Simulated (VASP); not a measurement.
A run of VASP 6.6.1:

INCAR

```
SYSTEM = InAs
PREC     = Accurate       ! precision mode
ENCUT    = 600            ! plane-wave cutoff, eV
EDIFF    = 1E-8           ! SCF threshold, eV
ISMEAR   = -1             ! smearing method
SIGMA    = 0.08           ! smearing width, eV
LREAL    = .FALSE.        ! projectors in reciprocal space
LASPH    = .TRUE.         ! aspherical terms in the spheres
NELM     = 100            ! most SCF steps
ALGO     = Normal         ! electronic algorithm
ISIF     = 3              ! what is computed and relaxed
LWAVE    = .FALSE.        ! write WAVECAR
LCHARG   = .FALSE.        ! write CHGCAR
NBANDS   = 16             ! bands
IBRION   = 6              ! ionic algorithm
NFREE    = 2            
POTIM    = 0.015          ! step
NSW      = 1              ! ionic steps
```

The input KPOINTS:

```
Automatic mesh
0
G
  14 14 14
  0 0 0
```

Contents of POSCAR:

```
InAs
1.0
    0.0000000000      3.0129702486      3.0129702486
    3.0129702486      0.0000000000      3.0129702486
    3.0129702486      3.0129702486      0.0000000000
In As
1 1
Direct
    0.0000000000      0.0000000000      0.0000000000
    0.7500000000      0.7500000000      0.7500000000
```

Potentials or basis: VASP PAW LDA potentials, release 64 (In_d, As).

The run is started by

```bash
$ cat potpaw_LDA.64/In_d/POTCAR potpaw_LDA.64/As/POTCAR > POTCAR
$ mpirun -np 1 vasp_std > vasp.out
```

Hardware: 1 thread of Oxide Virtual Turin-like Processor (shared host).

**Question.** How long does it take, and how much memory?

**Answer.** Run time: 2.3 h on 1 thread of Oxide Virtual Turin-like Processor, on a shared host, peak memory 1.2 GiB. Counts: scf iterations 169, k points 104.
